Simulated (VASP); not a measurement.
Write the native input for VASP 6.6.1 that does the following.

```yaml
Task: single point
Functional: PBE
Potentials_or_basis: VASP PAW PBE potentials, release 64 (Ce)
Cutoff: 520 eV
k_mesh: 14 × 14 × 8
Occupations: gaussian, width 0.05 eV
Spin: collinear spin, antiferromagnetic start
Starting_moments: "[1.0, -1.0] μB"
Dipole_correction: no
Further_INCAR_settings: ALGO = Normal; EDIFF = 1e-06; NBANDS = 23
```

The structure of Ce lies in POSCAR:

```
Ce
1.0
    3.2849534645      0.0000000000      0.0000000000
   -1.6424767322      2.8448531505      0.0000000000
    0.0000000000      0.0000000000      5.7313253846
Ce
2
Direct
    0.3333333333      0.6666666667      0.7500000000
    0.6666666667      0.3333333333      0.2500000000
```

This isn't the form of Ce at room conditions, which is fcc.

These files were run (other wordings do the same):

INCAR

```
SYSTEM = Ce
PREC = Accurate
ENCUT = 520
EDIFF = 1E-6
ISMEAR = 0
SIGMA = 0.05
LREAL = .FALSE.
LASPH = .TRUE.
NELM = 150
ALGO = Normal
ISIF = 2
LWAVE = .FALSE.
LCHARG = .FALSE.
ISPIN = 2
MAGMOM = 1 -1
LORBIT = 11
LMAXMIX = 6
GGA = PE
NBANDS = 23
```

KPOINTS

```
regular mesh
0
G
  14 14 8
  0 0 0
```

Potentials or basis: VASP PAW PBE potentials, release 64 (Ce).

Launch:

```console
$ cat potpaw_PBE.64/Ce/POTCAR > POTCAR
$ mpirun -np 1 vasp_std > vasp.out
```

Results of the run:

```json
{
  "Pressure": "-0.2 GPa",
  "Band gap on the k mesh": "zero (filled and empty bands overlap)",
  "Net moment": "0.00 μB per cell",
  "Valence electrons inside the program's atomic spheres": "Ce 9.92"
}
```

Caveat: the magnetic or orbital state may not be the lowest; the moments typed at the start vanished in this run; spin-orbit coupling is left out, which moves the levels of the heavy elements; semilocal functionals describe open f shells poorly, which spoils levels, moments and volumes.

Run time: 2.7 min on 1 thread of Intel(R) Xeon(R) 6975P-C (Granite Rapids) (shared host), peak memory 0.36 GiB.
